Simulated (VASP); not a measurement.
# BiMo (zincblende type) (F-43m) in VASP: a series of runs

BiMo (zincblende type) is run at these levels: PBE; tasks: electric field gradients.

Everything below comes from runs of VASP 6.6.1. Logs are shortened: lines on timing, memory, paths and dates and some standing lists are left out, and cuts for length are marked.

### Step 1. The cell of the first run

Symmetry: F-43m, No. 216, cubic system. Conventional cell: a = 6.230 Å, b = 6.230 Å, c = 6.230 Å, α = 90.00°, β = 90.00°, γ = 90.00°. Within 3.6 Å of Mo (site symmetry -43m) lie 4 Bi at 2.70 Å. Bi (site symmetry -43m) has 4 Mo at 2.70 Å within 3.6 Å.

### Step 2. Electric field gradients, PBE (volume scaled by 0.96)

Input file INCAR:

```
PREC     = Accurate       # precision mode
ENCUT    = 520            # plane-wave cutoff, eV
EDIFF    = 1E-8           # SCF threshold, eV
ISMEAR   = -1             # smearing method
SIGMA    = 0.08           # smearing width, eV
LREAL    = False          # projectors in reciprocal space
LASPH    = True           # aspherical terms in the spheres
NELM     = 100            # most SCF steps
ALGO     = Normal         # electronic algorithm
ISIF     = 2              # what is computed and relaxed
LWAVE    = False          # write WAVECAR
LCHARG   = False          # write CHGCAR
GGA      = PE             # functional
LEFG     = True         
NBANDS   = 22             # bands
```

Input file KPOINTS:

```
regular mesh
0
Gamma
  11 11 11
```

Input file POSCAR:

```
BiMo
1.0
    0.0000000000      3.1150787229      3.1150787229
    3.1150787229      0.0000000000      3.1150787229
    3.1150787229      3.1150787229      0.0000000000
Mo Bi
1 1
Direct
    0.0000000000      0.0000000000      0.0000000000
    0.2500000000      0.2500000000      0.2500000000
```

Potentials or basis: VASP PAW PBE potentials, release 64 (Mo_sv, Bi_d).

Command:

```console
$ cat potpaw_PBE.64/Mo_sv/POTCAR potpaw_PBE.64/Bi_d/POTCAR > POTCAR
$ mpirun -np 1 vasp_std > vasp.out
```

OUTCAR:

```text
PREC = Accurate
   ENCUT = 520
   EDIFF = 1E-8
   ISMEAR = -1
   LREAL = False
   LASPH = True
   NELM = 100
   ISIF = 2
   GGA = PE

 ion  position               nearest neighbor table
   1  0.000  0.000  0.000-   2 2.70   2 2.70   2 2.70   2 2.70
   2  0.250  0.250  0.250-   1 2.70   1 2.70   1 2.70   1 2.70

  LATTYP: Found a face centered cubic cell.
 ALAT       =     6.2301574458

  Lattice vectors:

 A1 = (   0.0000000000,   3.1150787229,   3.1150787229)
 A2 = (   3.1150787229,   0.0000000000,   3.1150787229)
 A3 = (   3.1150787229,   3.1150787229,   0.0000000000)

Analysis of symmetry for initial positions (statically):
=====================================================================
 Subroutine PRICEL returns:
 Original cell was already a primitive cell.

 Routine SETGRP: Setting up the symmetry group for a
 face centered cubic supercell.

 Subroutine GETGRP returns: Found 24 space group operations
 (whereof 24 operations were pure point group operations)
 out of a pool of 48 trial point group operations.

The static configuration has the point symmetry T_d .

Analysis of symmetry for dynamics (positions and initial velocities):
=====================================================================
 Subroutine PRICEL returns:
 Original cell was already a primitive cell.

 Routine SETGRP: Setting up the symmetry group for a
 face centered cubic supercell.

 Subroutine GETGRP returns: Found 24 space group operations
 (whereof 24 operations were pure point group operations)
 out of a pool of 48 trial point group operations.

The dynamic configuration has the point symmetry T_d .

 Subroutine INISYM returns: Found 24 space group operations
 (whereof 24 operations are pure point group operations),
 and found     1 'primitive' translations

----------------------------------------------------------------------------------------

                                     Primitive cell

  volume of cell :      60.4557

  direct lattice vectors                    reciprocal lattice vectors
     0.000000000  3.115078723  3.115078723    -0.160509587  0.160509587  0.160509587
     3.115078723  0.000000000  3.115078723     0.160509587 -0.160509587  0.160509587
     3.115078723  3.115078723  0.000000000     0.160509587  0.160509587 -0.160509587

  length of vectors
     4.405386578  4.405386578  4.405386578     0.278010760  0.278010760  0.278010760

  position of ions in fractional coordinates (direct lattice)
     0.000000000  0.000000000  0.000000000
     0.250000000  0.250000000  0.250000000

  ion indices of the primitive-cell ions
   primitive index   ion index
                 1           1
                 2           2

----------------------------------------------------------------------------------------

 KPOINTS: regular mesh

Automatic generation of k-mesh.
 Grid dimensions read from file:
 generate k-points for:   11   11   11

 Generating k-lattice:

  Cartesian coordinates                     Fractional coordinates (reciprocal lattice)
    -0.014591781  0.014591781  0.014591781     0.090909091  0.000000000  0.000000000
     0.014591781 -0.014591781  0.014591781     0.000000000  0.090909091  0.000000000
     0.014591781  0.014591781 -0.014591781     0.000000000  0.000000000  0.090909091

  Length of vectors
     0.025273705  0.025273705  0.025273705

  Shift w.r.t. Gamma in fractional coordinates (k-lattice)
     0.000000000  0.000000000  0.000000000

 Subroutine IBZKPT returns following result:
 ===========================================

 Found     56 irreducible k-points:

 Following reciprocal coordinates:
            Coordinates               Weight
  0.000000  0.000000  0.000000      1.000000
  0.090909  0.000000  0.000000      8.000000
  0.181818  0.000000  0.000000      8.000000
  0.272727  0.000000  0.000000      8.000000
  0.363636  0.000000  0.000000      8.000000
  0.454545  0.000000  0.000000      8.000000
[... 16 lines left out ...]
 -0.272727  0.181818  0.000000     24.000000
 -0.181818  0.181818  0.000000     12.000000
 [... further k-points ...]
   k-points           NKPTS =     56   k-points in BZ     NKDIM =     56   number of bands    NBANDS=     22
   number of dos      NEDOS =    301   number of ions     NIONS =      2
   total plane-waves  NPLWV =  46656
   dimension x,y,z NGX =    36 NGY =   36 NGZ =   36
   dimension x,y,z NGXF=    72 NGYF=   72 NGZF=   72
   ions per type =               1   1
   NGX,Y,Z   is equivalent  to a cutoff of  13.59, 13.59, 13.59 a.u.
   NGXF,Y,Z  is equivalent  to a cutoff of  27.17, 27.17, 27.17 a.u.
 SYSTEM =  unknown system
   PREC   = accura    normal or accurate (medium, high low for compatibility)
   ISTART =      0    job   : 0-new  1-cont  2-samecut
   ICHARG =      2    charge: 1-file 2-atom 10-const
   ISPIN  =      1    spin polarized calculation?
   LNONCOLLINEAR =      F non collinear calculations
   LSORBIT =      F    spin-orbit coupling
   LASPH  =      T    aspherical Exc in radial PAW
   ENCUT  =  520.0 eV  38.22 Ry    6.18 a.u.   8.19  8.19  8.19*2*pi/ulx,y,z
   NELM   =    100;   NELMIN=  2; NELMDL= -5     # of ELM steps
   EDIFF  = 0.1E-07   stopping-criterion for ELM
   LREAL  =      F    real-space projection
   EDIFFG = 0.1E-06   stopping-criterion for IOM
   NSW    =      0    number of steps for IOM
   IBRION =     -1    ionic relax: 0-MD 1-quasi-New 2-CG
   NFREE  =      0    steps in history (QN), initial steepest desc. (CG)
   ISIF   =      2    stress and relaxation
   ISYM   =      2    0-nonsym 1-usesym 2-fastsym
   POTIM  = 0.5000    time-step for ionic-motion
   TEBEG  =    0.0;   TEEND  =   0.0 temperature during run
   PSTRESS=    0.0 pullay stress
   NELECT =      29.0000    total number of electrons
   NUPDOWN=      -1.0000    fix difference up-down
   EMIN   =  10.00;   EMAX   =-10.00  energy-range for DOS
   EFERMI =   0.00;   METHOD = LEGACY
   ISMEAR =    -1;   SIGMA  =   0.08  broadening in eV -4-tet -1-fermi 0-gaus
   EFERMI_NEDOS =   21; number of points for ismear=-14 and -15
   IALGO  =     38    algorithm
   IMIX   =      4    mixing-type and parameters
     AMIX     =   0.40;   BMIX     =  1.00
     AMIX_MAG =   1.60;   BMIX_MAG =  1.00
  volume/ion in A,a.u.               =      30.23       203.99
  Fermi-wavevector in a.u.,A,eV,Ry     =   1.281529  2.421739 22.345077  1.642317
  Thomas-Fermi vector in A             =   2.413894
   LORBIT       =      0    0 simple, 1 ext, 2 COOP (PROOUT), +10 PAW based schemes
   GGA     = PE    functional components
   LHFCALC =     F    Hartree Fock is set to
   AEXX    =    0.0000 exact exchange contribution
   IVDW    =     0    specifies the selected vdW correction
   LEPSILON=     F    determine dielectric tensor
   LRPA    =     F    only Hartree local field effects (RPA)
 non-spin polarized calculation
  energy-cutoff  :      520.00
  volume of cell :       60.46
 maximum number of plane-waves:      1641
 NGX is ok and might be reduce to    36
   NGX = 17   NGY = 17   NGZ = 17

 number of electron      28.9999996 magnetization

 Free energy of the ion-electron system (eV)
  ---------------------------------------------------
  ext. energy  EPLUGINS =         0.00000000
  ---------------------------------------------------
  free energy    TOTEN  =       -11.47249468 eV

  energy without entropy =      -11.34248801  energy(sigma->0) =      -11.40749135

 E-fermi :   5.9689     XC(G=0):  -9.7969

 val. band max:        5.9636783705   @ k =   0.2727   0.2727   0.0000
 cond. band min:       5.9731682522   @ k =   0.3636   0.2727   0.0909
 fundamental gap:      0.0094898816
 Fermi energy:         5.9689071807

 k-point     1 :       0.0000    0.0000    0.0000
  band No.  band energies     occupation
      1     -54.6015      2.00000
      2     -28.7566      2.00000
      3     -28.7566      2.00000
      4     -28.7566      2.00000
      5     -16.2393      2.00000
      6     -16.2393      2.00000
[... 14 lines left out ...]
     21      13.0985      0.00000
     22      13.0985      0.00000

 k-point     2 :       0.0909    0.0000    0.0000
  band No.  band energies     occupation
      1     -54.6015      2.00000
      2     -28.7572      2.00000
      3     -28.7566      2.00000
      4     -28.7566      2.00000
      5     -16.2415      2.00000
      6     -16.2400      2.00000
[... 14 lines left out ...]
     21      13.2998      0.00000
     22      13.2998      0.00000
[... 523 lines left out ...]
     21      14.5955      0.00000
     22      14.9126      0.00000

 k-point    24 :      -0.1818    0.1818    0.0000
  band No.  band energies     occupation
      1     -54.6012      2.00000
      2     -28.7609      2.00000
      3     -28.7575      2.00000
      4     -28.7565      2.00000
      5     -16.2549      2.00000
      6     -16.2451      2.00000
[... 14 lines left out ...]
     21      14.2162      0.00000
     22      14.3170      0.00000

 [... further k-points ...]
[... 5 lines left out ...]
  --------------------------------------------------------------------------------------
  -------------------------------------------------------------------------------------
  Total        1.1205120      1.1205120      1.1205120      0.0000000      0.0000000      0.0000000
  in kB       29.6954581     29.6954581     29.6954581      0.0000000      0.0000000      0.0000000
  external PRESSURE =      29.6954581 kB  Pullay stress =       0.0000000 kB

 VOLUME and BASIS-vectors are now :
 -----------------------------------------------------------------------------
  energy-cutoff  :      520.00
  volume of cell :       60.46
      direct lattice vectors                 reciprocal lattice vectors
     0.000000000  3.115078723  3.115078723    -0.160509587  0.160509587  0.160509587
     3.115078723  0.000000000  3.115078723     0.160509587 -0.160509587  0.160509587
     3.115078723  3.115078723  0.000000000     0.160509587  0.160509587 -0.160509587

 POSITION                                       TOTAL-FORCE (eV/Angst)
 -----------------------------------------------------------------------------------
      0.00000      0.00000      0.00000        -0.000000      0.000000      0.000000
      1.55754      1.55754      1.55754         0.000000     -0.000000     -0.000000
 -----------------------------------------------------------------------------------
    total drift:                                0.000000      0.000000      0.000000

  FREE ENERGIE OF THE ION-ELECTRON SYSTEM (eV)
  ---------------------------------------------------
  free  energy   TOTEN  =       -11.4724946786 eV

  energy  without entropy=      -11.3424880137  energy(sigma->0) =      -11.40749135

 Electric field gradients (V/A^2)
---------------------------------------------------------------------
 ion       V_xx      V_yy      V_zz      V_xy      V_xz      V_yz
---------------------------------------------------------------------
   1       0.000    -0.000     0.000    -0.001    -0.001    -0.001
   2       0.000     0.000     0.000    -0.001    -0.001    -0.001
---------------------------------------------------------------------

 Electric field gradients after diagonalization (V/A^2)
 (convention: |V_zz| > |V_xx| > |V_yy|)
----------------------------------------------------------------------
 ion       V_xx      V_yy      V_zz     asymmetry (V_yy - V_xx)/ V_zz
----------------------------------------------------------------------
   1       0.001     0.001    -0.001       0.000
   2       0.001     0.001    -0.003       0.000
----------------------------------------------------------------------

           NMR quadrupolar parameters

 Cq : quadrupolar parameter    Cq=e*Q*V_zz/h
 eta: asymmetry parameters     (V_yy - V_xx)/ V_zz
 Q  : nuclear electric quadrupole moment in mb (millibarn)
----------------------------------------------------------------------
 ion       Cq(MHz)       eta       Q (mb)
----------------------------------------------------------------------
   1      -0.000       0.000       1.000
   2      -0.000       0.000       1.000
----------------------------------------------------------------------
```

It took 32 s on 1 thread of Intel Xeon 6975P-C (Granite Rapids), shared host; peak memory 0.24 GiB.

What came out:

- Free energy: -11.4725 eV
- Pressure: 3.0 GPa

Levels at points of the mesh, in eV from the Fermi level:
| k point | band 13 | band 14 | band 15 | band 16 | band 17 | band 18 |
| --- | --- | --- | --- | --- | --- | --- |
| (0.00, 0.00, 0.00) | -2.48 | -0.10 | -0.10 | 2.58 | 5.45 | 5.45 |

Caveat: without QUAD_EFG the Cq values of the log hold for a quadrupole moment of 1 mb, not for the nuclei; spin-orbit coupling is left out, which moves the levels of the heavy elements.

(Part 1 of 3 ends here.)
